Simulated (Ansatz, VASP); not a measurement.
# C in VASP and in Ansatz

```xyz
2
Lattice="2.1302 0.0000 0.0000 -1.0651 1.8448 0.0000 0.0000 0.0000 3.5415" Properties=species:S:1:pos:R:3 pbc="T T T"
C     0.0000    1.2299    0.8854
C     1.0651    0.6149    2.6561
```

Alike in both runs: functional PBE; k mesh 17 × 17 × 9; occupations fermi-dirac, width 0.03 eV; no spin polarisation.

Ansatz relaxed the structure, and its values are those at the end. VASP's run is a single point on that final structure, the one shown.

|  | VASP | Ansatz |
| --- | --- | --- |
| version | VASP 6.6.1 | Ansatz 0.2.0 |
| potentials or method | VASP PAW PBE potentials, release 64 (C) | PAW with Ansatz's earlier generated frozen-core files (soft_1), scalar-relativistic |
| plane-wave cutoff (eV) | 600 | 420 |
| valence electrons in the cell | 8 | 8 |

|  | VASP | Ansatz | Ansatz less VASP |
| --- | --- | --- | --- |
| gap on the k mesh at the Fermi level (eV) | none | none | - |
| pressure (GPa) | -0.1 | 0.0 | +0.12 |

A gap of «none» marks a metal or a gap that the smearing closes.
